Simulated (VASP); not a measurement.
# Ga in VASP: a series of runs

Runs on Ga. Level: PBEsol. Tasks: single point.

All numbers are computed with VASP 6.6.1; they aren't measurements. Logs are shortened: lines on timing, memory, paths and dates and some standing lists are left out, and cuts for length are marked.

### 1 The cell of the first run

Symmetry: I4/mmm, No. 139, tetragonal system. Conventional cell: a = 2.808 Å, b = 2.808 Å, c = 4.458 Å, α = 90.00°, β = 90.00°, γ = 90.00°. Ga (site symmetry 4/mmm) has 12 Ga at 2.81 to 2.99 Å within 3.7 Å.

### 2 Single point, PBEsol

INCAR reads:

```
SYSTEM = Ga
ALGO     = Normal         ! electronic algorithm
EDIFF    = 1E-7           ! SCF threshold, eV
ENCUT    = 520            ! plane-wave cutoff, eV
GGA      = PS             ! functional
ISIF     = 2              ! what is computed and relaxed
ISMEAR   = -1             ! smearing method
LASPH    = .True.         ! aspherical terms in the spheres
LCHARG   = .False.        ! write CHGCAR
LREAL    = .False.        ! projectors in reciprocal space
LWAVE    = .False.        ! write WAVECAR
NBANDS   = 12             ! bands
NELM     = 60             ! most SCF steps
PREC     = Accurate       ! precision mode
SIGMA    = 0.03           ! smearing width, eV
```

KPOINTS reads:

```
k-points
0
Gamma
  16 16 16
  0 0 0
```

POSCAR reads:

```
Ga
1.0
   -1.4040000000      1.4040000000      2.2290000000
    1.4040000000     -1.4040000000      2.2290000000
    1.4040000000      1.4040000000     -2.2290000000
Ga
1
Direct
    0.0000000000      0.0000000000      0.0000000000
```

Potentials or basis: VASP PAW PBE potentials, release 64 (Ga_d).

Run with:

```sh
cat potpaw_PBE.64/Ga_d/POTCAR > POTCAR
mpirun -np 1 vasp_std > vasp.out
```

OUTCAR:

```text
SYSTEM = Ga
   EDIFF = 1E-7
   ENCUT = 520
   GGA = PS
   ISIF = 2
   ISMEAR = -1
   LASPH = .True.
   LREAL = .False.
   NELM = 60
   PREC = Accurate

 ion  position               nearest neighbor table
   1  0.000  0.000  0.000-

  LATTYP: Found a body centered tetragonal cell.
 ALAT       =     2.8080000000
 C/A-ratio  =     1.5876068376

  Lattice vectors:

 A1 = (  -1.4040000000,   1.4040000000,   2.2290000000)
 A2 = (   1.4040000000,  -1.4040000000,   2.2290000000)
 A3 = (   1.4040000000,   1.4040000000,  -2.2290000000)

Analysis of symmetry for initial positions (statically):
=====================================================================
 Subroutine PRICEL returns:
 Original cell was already a primitive cell.

 Routine SETGRP: Setting up the symmetry group for a
 body centered tetragonal supercell.

 Subroutine GETGRP returns: Found 16 space group operations
 (whereof 16 operations were pure point group operations)
 out of a pool of 16 trial point group operations.

The static configuration has the point symmetry D_4h.

Analysis of symmetry for dynamics (positions and initial velocities):
=====================================================================
 Subroutine PRICEL returns:
 Original cell was already a primitive cell.

 Routine SETGRP: Setting up the symmetry group for a
 body centered tetragonal supercell.

 Subroutine GETGRP returns: Found 16 space group operations
 (whereof 16 operations were pure point group operations)
 out of a pool of 16 trial point group operations.

The dynamic configuration has the point symmetry D_4h.

 Subroutine INISYM returns: Found 16 space group operations
 (whereof 16 operations are pure point group operations),
 and found     1 'primitive' translations

----------------------------------------------------------------------------------------

                                     Primitive cell

  volume of cell :      17.5754

  direct lattice vectors                    reciprocal lattice vectors
    -1.404000000  1.404000000  2.229000000     0.000000000  0.356125356  0.224315837
     1.404000000 -1.404000000  2.229000000     0.356125356  0.000000000  0.224315837
     1.404000000  1.404000000 -2.229000000     0.356125356  0.356125356  0.000000000

  length of vectors
     2.985108541  2.985108541  2.985108541     0.420883433  0.420883433  0.503637309

  position of ions in fractional coordinates (direct lattice)
     0.000000000  0.000000000  0.000000000

  ion indices of the primitive-cell ions
   primitive index   ion index
                 1           1
[... 80 lines left out ...]
   POTIM  = 0.5000    time-step for ionic-motion
   TEBEG  =    0.0;   TEEND  =   0.0 temperature during run
   PSTRESS=    0.0 pullay stress
   NELECT =      13.0000    total number of electrons
   NUPDOWN=      -1.0000    fix difference up-down
   EMIN   =  10.00;   EMAX   =-10.00  energy-range for DOS
   EFERMI =   0.00;   METHOD = LEGACY
   ISMEAR =    -1;   SIGMA  =   0.03  broadening in eV -4-tet -1-fermi 0-gaus
   EFERMI_NEDOS =   21; number of points for ismear=-14 and -15
   IALGO  =     38    algorithm
   IMIX   =      4    mixing-type and parameters
     AMIX     =   0.40;   BMIX     =  1.00
     AMIX_MAG =   1.60;   BMIX_MAG =  1.00
  volume/ion in A,a.u.               =      17.58       118.60
  Fermi-wavevector in a.u.,A,eV,Ry     =   1.480544  2.797822 29.824096  2.192009
  Thomas-Fermi vector in A             =   2.594565
   LORBIT       =      0    0 simple, 1 ext, 2 COOP (PROOUT), +10 PAW based schemes
   GGA     = PS    functional components
   LHFCALC =     F    Hartree Fock is set to
   AEXX    =    0.0000 exact exchange contribution
   IVDW    =     0    specifies the selected vdW correction
   LEPSILON=     F    determine dielectric tensor
   LRPA    =     F    only Hartree local field effects (RPA)
 non-spin polarized calculation
  energy-cutoff  :      520.00
  volume of cell :       17.58
 maximum number of plane-waves:       485
 NGX is ok and might be reduce to    24
   NGX = 11   NGY = 11   NGZ = 11

 number of electron      12.9999995 magnetization

 Free energy of the ion-electron system (eV)
  ---------------------------------------------------
  ext. energy  EPLUGINS =         0.00000000
  ---------------------------------------------------
  free energy    TOTEN  =        -3.33813136 eV

  energy without entropy =       -3.33755364  energy(sigma->0) =       -3.33784250

 E-fermi :   6.0655     XC(G=0): -11.5101

 val. band max:        6.0368367665   @ k =  -0.3750   0.0625   0.0000
 cond. band min:       6.0933491898   @ k =  -0.3750   0.4375   0.3125
 fundamental gap:      0.0565124232
 Fermi energy:         6.0655004804

 k-point     1 :       0.0000    0.0000    0.0000
  band No.  band energies     occupation
      1      -8.9164      2.00000
      2      -8.7833      2.00000
      3      -8.7833      2.00000
      4      -8.7596      2.00000
      5      -8.6187      2.00000
      6      -5.5316      2.00000
      7      19.0900      0.00000
      8      19.0900      0.00000
      9      19.1311      0.00000
     10      22.5167      0.00000
     11      22.5565      0.00000
     12      23.1851      0.00000
[... 331 lines left out ...]
 k-point    24 :      -0.0625    0.0625    0.0000
  band No.  band energies     occupation
      1      -8.9011      2.00000
      2      -8.7920      2.00000
      3      -8.7766      2.00000
      4      -8.7545      2.00000
      5      -8.6262      2.00000
      6      -5.3797      2.00000
      7      17.9394      0.00000
      8      18.2307      0.00000
      9      18.5711      0.00000
     10      20.7717      0.00000
     11      23.9548      0.00000
     12      23.9650      0.00000

 [... further k-points ...]

------------------------ aborting loop because EDIFF is reached ----------------------------------------

  FORCE on cell =-STRESS in cart. coord.  units (eV):
  Direction    XX          YY          ZZ          XY          YZ          ZX
  --------------------------------------------------------------------------------------
  -------------------------------------------------------------------------------------
  Total        0.1022671      0.1022671      0.0184858      0.0000000     -0.0000000      0.0000000
  in kB        9.3227082      9.3227082      1.6851716      0.0000000     -0.0000000      0.0000000
  external PRESSURE =       6.7768627 kB  Pullay stress =       0.0000000 kB

 VOLUME and BASIS-vectors are now :
 -----------------------------------------------------------------------------
  energy-cutoff  :      520.00
  volume of cell :       17.58
      direct lattice vectors                 reciprocal lattice vectors
    -1.404000000  1.404000000  2.229000000     0.000000000  0.356125356  0.224315837
     1.404000000 -1.404000000  2.229000000     0.356125356  0.000000000  0.224315837
     1.404000000  1.404000000 -2.229000000     0.356125356  0.356125356  0.000000000

 POSITION                                       TOTAL-FORCE (eV/Angst)
 -----------------------------------------------------------------------------------
      0.00000      0.00000      0.00000        -0.000000      0.000000     -0.000000
 -----------------------------------------------------------------------------------
    total drift:                               -0.000000      0.000000      0.000000

  FREE ENERGIE OF THE ION-ELECTRON SYSTEM (eV)
  ---------------------------------------------------
  free  energy   TOTEN  =        -3.3381313573 eV

  energy  without entropy=       -3.3375536365  energy(sigma->0) =       -3.33784250
```

stdout:

```text
POSCAR found type information on POSCAR Ga
 POSCAR found :  1 types and       1 ions
 scaLAPACK will be used
 -----------------------------------------------------------------------------
|                                                                             |
|                                                                             |
|     You enforced a specific xc type in the INCAR file but a different       |
|     I HOPE YOU KNOW WHAT YOU ARE DOING!                                     |
|                                                                             |
 -----------------------------------------------------------------------------

 LDA part: xc-table for (Slater+PW92), standard interpolation
 POSCAR, INCAR and KPOINTS ok, starting setup
 FFT: planning ... GRIDC
 FFT: planning ... GRID_SOFT
 FFT: planning ... GRID
 WAVECAR not read
 entering main loop
```

Run time: 52 s. Hardware: 1 thread of AMD EPYC 7R13 (Zen 3), shared host; peak memory 0.16 GiB.

Results:

| Property | Result |
| --- | --- |
| Free energy | -3.3381 eV |
| Pressure | 0.7 GPa |

Stress tensor (GPa, compression positive):
```
0.93 0.00 0.00
0.00 0.93 0.00
0.00 0.00 0.17
```

Caveat: the PAW data sets were made with another functional, which shifts forces and pressure a little.

### 3 Single point, PBEsol (equal xy, yz and zx shear strains of -2 %)

INCAR reads:

```
ALGO = Normal ; EDIFF = 1E-6
ENCUT = 520 ; GGA = PS
ISIF = 2 ; ISMEAR = -1
LASPH = T ; LCHARG = F
LREAL = F ; LWAVE = F
NBANDS = 12 ; NELM = 100
PREC = Accurate ; SIGMA = 0.03
```

KPOINTS reads:

```
k-points
0
Gamma
  16 16 16
```

POSCAR reads:

```
Ga
1.0
   -1.4403300000      1.3957500000      2.2290000000
    1.3957500000     -1.4403300000      2.2290000000
    1.4122500000      1.4122500000     -2.2570800000
Ga
1
Direct
    0.0000000000      0.0000000000      0.0000000000
```

Potentials or basis: VASP PAW PBE potentials, release 64 (Ga_d).

Run with:

```sh
cat potpaw_PBE.64/Ga_d/POTCAR > POTCAR
mpirun -np 1 vasp_std > vasp.out
```

Run time: 1.9 min. Hardware: 1 thread of Intel Xeon Platinum 8488C (Sapphire Rapids), shared host; peak memory 0.33 GiB.

The run converged. Its results:

```yaml
Free_energy: -3.3358 eV
Pressure: 0.6 GPa
```

Stress tensor (GPa, compression positive):
```
0.69 0.81 0.29
0.81 0.69 0.29
0.29 0.29 0.54
```

Levels at points of the mesh, in eV from the Fermi level:
```tsv
k point	band 2	band 3	band 4	band 5	band 6	band 7	band 8	band 9	band 10	band 11
(0.00, 0.00, 0.00)	-14.90	-14.88	-14.86	-14.73	-11.64	12.59	12.96	13.39	16.22	16.49
(0.50, 0.00, 0.00)	-15.00	-14.87	-14.69	-14.64	-4.82	-4.26	8.39	11.74	12.49	15.54
(0.50, 0.50, 0.00)	-15.08	-14.69	-14.69	-14.57	-2.44	-1.59	4.09	5.44	7.94	8.89
(0.00, 0.00, 0.50)	-15.09	-14.70	-14.67	-14.58	-2.14	-1.13	3.97	4.80	8.00	8.06
(0.50, 0.00, 0.50)	-14.99	-14.88	-14.70	-14.65	-5.17	-4.40	9.06	11.96	13.19	15.82
(0.50, 0.50, 0.50)	-15.09	-14.66	-14.66	-14.64	-3.86	-3.72	6.47	6.60	9.79	10.61
```

Caveat: the cell differs from its parent crystal (equal xy, yz and zx shear strains of -2 %); the PAW data sets were made with another functional, which shifts forces and pressure a little.

### 4 Single point, PBEsol (equal xy, yz and zx shear strains of -1 %)

INCAR reads:

```
SYSTEM = Ga
  ALGO = Normal
  EDIFF = 1E-6
  ENCUT = 520
  GGA = PS
  ISIF = 2
  ISMEAR = -1
  LASPH = .TRUE.
  LCHARG = .FALSE.
  LREAL = .FALSE.
  LWAVE = .FALSE.
  NBANDS = 12
  NELM = 80
  PREC = Accurate
  SIGMA = 0.03
```

KPOINTS reads:

```
k-points
0
G
  16 16 16
  0 0 0
```

POSCAR reads:

```
Ga
1.0
   -1.4221650000      1.3998750000      2.2290000000
    1.3998750000     -1.4221650000      2.2290000000
    1.4081250000      1.4081250000     -2.2430400000
Ga
1
Direct
    0.0000000000      0.0000000000      0.0000000000
```

Potentials or basis: VASP PAW PBE potentials, release 64 (Ga_d).

Run with:

```sh
cat potpaw_PBE.64/Ga_d/POTCAR > POTCAR
mpirun -np 1 vasp_std > vasp.out
```

OUTCAR:

```text
SYSTEM = Ga
   EDIFF = 1E-6
   ENCUT = 520
   GGA = PS
   ISIF = 2
   ISMEAR = -1
   LASPH = .TRUE.
   LREAL = .FALSE.
   NELM = 80
   PREC = Accurate

 ion  position               nearest neighbor table
   1  0.000  0.000  0.000-

  Warning from LATTYP: Got some problem with cell dimensions!
  Tried to take original basis but could not verify dimensions!
  LATTYP: Found a base centered monoclinic cell.
 ALAT       =     3.9513559001
 B/A-ratio  =     1.0100247465
 C/A-ratio  =     0.7484908925
 COS(beta)  =    -0.6573258807

  Lattice vectors:
[... 543 lines left out ...]

 [... further k-points ...]

------------------------ aborting loop because EDIFF is reached ----------------------------------------

  FORCE on cell =-STRESS in cart. coord.  units (eV):
  Direction    XX          YY          ZZ          XY          YZ          ZX
  --------------------------------------------------------------------------------------
  -------------------------------------------------------------------------------------
  Total        0.0965858      0.0965858      0.0112044      0.0476305      0.0434150      0.0434151
  in kB        8.8054679      8.8054679      1.0214709      4.3423432      3.9580305      3.9580341
  external PRESSURE =       6.2108022 kB  Pullay stress =       0.0000000 kB

 VOLUME and BASIS-vectors are now :
 -----------------------------------------------------------------------------
  energy-cutoff  :      520.00
  volume of cell :       17.57
      direct lattice vectors                 reciprocal lattice vectors
    -1.422165000  1.399875000  2.229000000     0.002916936  0.357270525  0.226116774
     1.399875000 -1.422165000  2.229000000     0.357270525  0.002916936  0.226116774
     1.408125000  1.408125000 -2.243040000     0.357932917  0.357932917  0.003579329

 POSITION                                       TOTAL-FORCE (eV/Angst)
 -----------------------------------------------------------------------------------
      0.00000      0.00000      0.00000         0.000000      0.000000      0.000000
 -----------------------------------------------------------------------------------
    total drift:                                0.000000      0.000000      0.000000

  FREE ENERGIE OF THE ION-ELECTRON SYSTEM (eV)
  ---------------------------------------------------
  free  energy   TOTEN  =        -3.3373823036 eV

  energy  without entropy=       -3.3366688611  energy(sigma->0) =       -3.33702558
```

stdout:

```text
POSCAR found type information on POSCAR Ga
 POSCAR found :  1 types and       1 ions
 scaLAPACK will be used
 -----------------------------------------------------------------------------
|                                                                             |
|                                                                             |
|     You enforced a specific xc type in the INCAR file but a different       |
|     I HOPE YOU KNOW WHAT YOU ARE DOING!                                     |
|                                                                             |
 -----------------------------------------------------------------------------

 LDA part: xc-table for (Slater+PW92), standard interpolation
 POSCAR, INCAR and KPOINTS ok, starting setup
 FFT: planning ... GRIDC
 FFT: planning ... GRID_SOFT
 FFT: planning ... GRID
 WAVECAR not read
 entering main loop
```

It took 2.1 min on 1 thread of Intel Xeon Platinum 8488C (Sapphire Rapids), shared host; peak memory 0.33 GiB.

What came out:

```yaml
Free_energy: -3.3374 eV
Pressure: 0.6 GPa
```

Levels at points of the mesh, in eV from the Fermi level:
```tsv
k point	band 4	band 5	band 6	band 7	band 8	band 9
(0.00, 0.00, 0.00)	-14.85	-14.71	-11.63	12.81	13.00	13.21
(0.50, 0.00, 0.00)	-14.67	-14.63	-4.89	-4.28	8.57	11.83
(0.50, 0.50, 0.00)	-14.68	-14.56	-2.36	-1.46	4.15	5.20
(0.00, 0.00, 0.50)	-14.67	-14.56	-2.21	-1.24	4.05	4.92
(0.50, 0.00, 0.50)	-14.68	-14.64	-5.07	-4.35	8.90	11.96
(0.50, 0.50, 0.50)	-14.64	-14.64	-3.85	-3.71	6.51	6.57
```

Caveat: the cell differs from its parent crystal (equal xy, yz and zx shear strains of -1 %); the PAW data sets were made with another functional, which shifts forces and pressure a little.

### 5 Single point, PBEsol (equal xy, yz and zx shear strains of +1 %)

INCAR reads:

```
PREC     = Accurate       # precision mode
ENCUT    = 520            # plane-wave cutoff, eV
EDIFF    = 1E-7           # SCF threshold, eV
ISMEAR   = -1             # smearing method
SIGMA    = 0.03           # smearing width, eV
LREAL    = F              # projectors in reciprocal space
LASPH    = T              # aspherical terms in the spheres
NELM     = 100            # most SCF steps
ALGO     = Normal         # electronic algorithm
ISIF     = 2              # what is computed and relaxed
LWAVE    = F              # write WAVECAR
LCHARG   = F              # write CHGCAR
GGA      = PS             # functional
NBANDS   = 12             # bands
```

KPOINTS reads:

```
Automatic mesh
0
Gamma
  16 16 16
```

POSCAR reads:

```
Ga
1.0
   -1.3858350000      1.4081250000      2.2290000000
    1.4081250000     -1.3858350000      2.2290000000
    1.3998750000      1.3998750000     -2.2149600000
Ga
1
Direct
    0.0000000000      0.0000000000      0.0000000000
```

Run with:

```sh
cat potpaw_PBE.64/Ga_d/POTCAR > POTCAR
mpirun -np 1 vasp_std > vasp.out
```

It took 96 s on 1 thread of Intel Xeon Platinum 8488C (Sapphire Rapids), shared host; peak memory 0.33 GiB.

Results (log left out):

```
Free energy : -3.3374 eV
Pressure    : 0.7 GPa
```

Stress tensor (GPa, compression positive):
```
 0.90 -0.44 -0.36
-0.44  0.90 -0.36
-0.36 -0.36  0.19
```

Levels at points of the mesh, in eV from the Fermi level:
```
           k point  band 3  band 4  band 5  band 6  band 7  band 8  band 9  band 10
(0.00, 0.00, 0.00)  -14.86  -14.84  -14.70  -11.61   12.85   12.98   13.24    16.40
(0.50, 0.00, 0.00)  -14.85  -14.66  -14.62   -5.05   -4.33    8.91   12.00    13.04
(0.50, 0.50, 0.00)  -14.66  -14.66  -14.55   -2.19   -1.22    4.01    5.00     7.92
(0.00, 0.00, 0.50)  -14.67  -14.65  -14.55   -2.34   -1.44    4.22    5.16     8.32
(0.50, 0.00, 0.50)  -14.84  -14.66  -14.62   -4.88   -4.27    8.59   11.82    12.69
(0.50, 0.50, 0.50)  -14.63  -14.62  -14.62   -3.83   -3.69    6.52    6.59     9.81
```

Caveat: the cell differs from its parent crystal (equal xy, yz and zx shear strains of +1 %); the PAW data sets were made with another functional, which shifts forces and pressure a little.

### 6 The runs side by side

```tsv
cell	gap on the mesh (eV)	pressure (GPa)
a = 2.985 Å, angles 123.9, 123.9, 83.4°, 1 atom	none	0.7
a = 2.999, b = 2.999, c = 3.014 Å, angles 124.3, 124.3, 83.9°, 1 atom	none	0.6
a = 2.992, b = 2.992, c = 2.999 Å, angles 124.1, 124.1, 83.7°, 1 atom	none	0.6
a = 2.979, b = 2.979, c = 2.971 Å, angles 123.7, 123.7, 83.1°, 1 atom	none	0.7
```

Alike in all rows: task single point; level PBEsol; potentials or basis VASP PAW PBE potentials, release 64 (Ga_d); no spin polarisation; k mesh 16 × 16 × 16; cutoff (eV) 520; smearing fermi-dirac 0.03 eV.

Caveats: the PAW data sets were made with another functional, which shifts forces and pressure a little.

Total energies depend on the potentials used, so only differences within one code and one set of settings carry meaning.
